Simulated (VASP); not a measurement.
Runs of VASP 6.6.1 on Al. The structure is that of space group P6_3/mmc (No. 194), or close to it. The cells are those of the table. This isn't the form of Al at room conditions, which is fcc.

```tsv
task	level	potentials or basis	cell	k mesh	cutoff (eV)	smearing	tolerance level	purpose	K density	dipole correction	grid for exact exchange (PRECFOCK)	gap on the mesh (eV)	pressure (GPa)	relaxed volume (Å³/atom)
single point	PBE	VASP PAW PBE potentials, release 64 (Al)	a = 2.812, b = 2.812, c = 4.867 Å, angles 90.0, 90.0, 120.0°, 2 atoms	15 × 15 × 8	280	tetrahedron 0.1 eV	screening	density of states	12 × 12 × 6	-	-	none	-	-
relaxation of cell and atoms	HSE06	VASP PAW PBE potentials, release 64 (Al)	relaxed from a = 2.812, b = 2.812, c = 4.867 Å, angles 90.0, 90.0, 120.0°, 2 atoms	6 × 6 × 3	600	fermi-dirac 0.05 eV	-	-	-	no	Normal	none	0.0	16.67
relaxation of cell and atoms	PBEsol-based global hybrid with 25 % exact exchange	VASP PAW PBE potentials, release 64 (Al)	relaxed from a = 2.812, b = 2.812, c = 4.867 Å, angles 90.0, 90.0, 120.0°, 2 atoms	6 × 6 × 3	600	fermi-dirac 0.05 eV	-	-	-	no	Normal	none	0.0	(b)
single point	PBEsol	VASP PAW PBE potentials, release 64 (Al)	a = 2.812, b = 2.812, c = 4.867 Å, angles 90.0, 90.0, 120.0°, 2 atoms	6 × 6 × 3	520	fermi-dirac 0.05 eV	-	-	-	no	-	none	0.4	-
single point	PBE0	VASP PAW PBE potentials, release 64 (Al)	a = 2.812, b = 2.812, c = 4.867 Å, angles 90.0, 90.0, 120.0°, 2 atoms	6 × 6 × 3	520	fermi-dirac 0.05 eV	-	-	-	no	Normal	none	0.9	-
single point	B3LYP	VASP PAW PBE potentials, release 64 (Al)	a = 2.900, b = 2.900, c = 4.784 Å, angles 90.0, 90.0, 120.0°, 2 atoms	6 × 6 × 3	520	fermi-dirac 0.05 eV	-	-	-	no	Normal	none	0.1	-
single point	LDA	VASP PAW LDA potentials, release 64 (Al)	a = 2.812, b = 2.812, c = 4.867 Å, angles 90.0, 90.0, 120.0°, 2 atoms	6 × 6 × 3	520	fermi-dirac 0.05 eV	-	-	-	no	-	none	(c)	-
relaxation of cell and atoms	HF	VASP PAW PBE potentials, release 64 (Al)	relaxed from a = 2.812, b = 2.812, c = 4.867 Å, angles 90.0, 90.0, 120.0°, 2 atoms	6 × 6 × 3	600	fermi-dirac 0.05 eV	-	-	-	no	Normal	none	0.1	(a)
single point	r2SCAN0	VASP PAW PBE potentials, release 64 (Al)	a = 2.812, b = 2.812, c = 4.867 Å, angles 90.0, 90.0, 120.0°, 2 atoms	6 × 6 × 3	520	fermi-dirac 0.05 eV	-	-	-	no	Normal	none	-0.8	-
single point	HF	VASP PAW PBE potentials, release 64 (Al)	a = 2.812, b = 2.812, c = 4.867 Å, angles 90.0, 90.0, 120.0°, 2 atoms	6 × 6 × 3	520	fermi-dirac 0.05 eV	-	-	-	no	Normal	none	14.7	-
single point	HF	VASP PAW PBE potentials, release 64 (Al)	a = 2.930, b = 2.930, c = 4.926 Å, angles 90.0, 90.0, 120.0°, 2 atoms	6 × 6 × 3	520	fermi-dirac 0.05 eV	-	-	-	no	Normal	none	7.7	-
```

Alike in all rows: no spin polarisation.

Q: Fill in the values left out.

A: (a) 21.70; (b) 16.49; (c) -1.3.

Caveats: some runs use coarse meshes; the PAW data sets were made with another functional, which shifts forces and pressure a little (at least some runs); the cutoff is under 1.25 times the usual one of these potentials, so pressure, stress and relaxed cells hold a basis-set (Pulay) error (at least some runs); tetrahedron occupations give inexact forces and stress in metals (at least some runs); the volume moved by over 15 % at a fixed basis, so the end points are rough (at least some runs).

A gap of «none» marks levels without a gap at the run's occupations.
